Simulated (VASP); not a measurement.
A run of VASP 6.6.1:

INCAR

```
SYSTEM = Ga
ALGO = Normal
EDIFF = 1E-6
ENCUT = 520
ISIF = 2
ISMEAR = -1
LASPH = .True.
LCHARG = .False.
LREAL = .False.
LWAVE = .False.
NBANDS = 20
NELM = 80
PREC = Accurate
SIGMA = 0.1
```

Contents of KPOINTS:

```
k-points
0
Gamma
  14 14 8
  0 0 0
```

Contents of POSCAR:

```
Ga
1.0
    3.0466136617      0.0000000000      0.0000000000
   -1.5233068309      2.6384448265      0.0000000000
    0.0000000000      0.0000000000      4.8098783757
Ga
2
Direct
    0.3333333333      0.6666666667      0.2500000000
    0.6666666667      0.3333333333      0.7500000000
```

Potentials or basis: VASP PAW LDA potentials, release 64 (Ga_d).

The run is started by

```bash
$ cat potpaw_LDA.64/Ga_d/POTCAR > POTCAR
$ mpirun -np 1 vasp_std > vasp.out
```

Hardware: 1 thread of Intel Xeon 8259CL (shared host).

**Question.** Estimate the wall time of this run.

**Answer.** It took 68 s on 1 thread of Intel Xeon 8259CL, on a shared host, peak memory 0.19 GiB. Counts: scf iterations 10, k points 120.
